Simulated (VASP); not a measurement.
Write the native input for VASP 6.6.1 that does the following.

* Task: density of states
* Functional: LDA
* Potentials or basis: VASP PAW LDA potentials, release 64 (Ga_d, Sb)
* Cutoff: 400 eV
* k mesh: 12 × 12 × 12
* Occupations: gaussian, width 0.1 eV
* Spin: no spin polarisation
* Dipole correction: no
* k mesh for the DOS: 18 × 18 × 18
* Occupations for the DOS: tetrahedron
* Further INCAR settings: ALGO = Normal; EDIFF = 1e-06; NBANDS = 16

Crystal: GaSb (l).

```
CELL_PARAMETERS angstrom
0.00000 3.02439 3.02439
3.02439 0.00000 3.02439
3.02439 3.02439 0.00000
ATOMIC_POSITIONS crystal
Ga 0.00000 0.00000 0.00000
Sb 0.25000 0.25000 0.25000
```

These files were run (other wordings do the same):

POSCAR

```
GaSb
1.0
    0.0000000000      3.0243850670      3.0243850670
    3.0243850670      0.0000000000      3.0243850670
    3.0243850670      3.0243850670      0.0000000000
Ga Sb
1 1
Direct
    0.0000000000      0.0000000000      0.0000000000
    0.2500000000      0.2500000000      0.2500000000
```

INCAR.step1

```
SYSTEM = GaSb
PREC = Accurate
ENCUT = 400
EDIFF = 1E-6
ISMEAR = 0
SIGMA = 0.1
LREAL = .FALSE.
LASPH = .TRUE.
NELM = 120
ALGO = Normal
ISIF = 2
LWAVE = .FALSE.
LCHARG = .TRUE.
GGA = CA
NBANDS = 16
GGA_COMPAT = .FALSE.
NEDOS = 2001
LORBIT = 11
```

KPOINTS.step1

```
regular mesh
0
G
  12 12 12
  0 0 0
```

INCAR.step2

```
SYSTEM = GaSb
PREC = Accurate
ENCUT = 400
EDIFF = 1E-6
ISMEAR = -5
SIGMA = 0.1
LREAL = .FALSE.
LASPH = .TRUE.
NELM = 120
ALGO = Normal
ISIF = 2
LWAVE = .FALSE.
LCHARG = .FALSE.
GGA = CA
LORBIT = 11
NBANDS = 16
NEDOS = 2001
ICHARG = 11
GGA_COMPAT = .FALSE.
```

KPOINTS.step2

```
regular mesh
0
G
  18 18 18
  0 0 0
```

Potentials or basis: VASP PAW LDA potentials, release 64 (Ga_d, Sb).

Run with:

```bash
$ cat potpaw_LDA.64/Ga_d/POTCAR potpaw_LDA.64/Sb/POTCAR > POTCAR
$ cp INCAR.step1 INCAR
$ cp KPOINTS.step1 KPOINTS
$ mpirun -np 1 vasp_std > vasp.out
$ cp INCAR.step2 INCAR
$ cp KPOINTS.step2 KPOINTS
$ mpirun -np 1 vasp_std > vasp.out
```

Results of the run:

```yaml
Valence_electrons_inside_the_program's_atomic_spheres: Ga 11.69; Sb 2.53
```

Caveat: spin-orbit coupling is left out, which moves the levels of the heavy elements.

Run time: 68 s on 1 thread of Intel(R) Xeon(R) Platinum 8375C CPU @ 2.90GHz (Ice Lake), with other jobs on the host, peak memory 0.23 GiB.
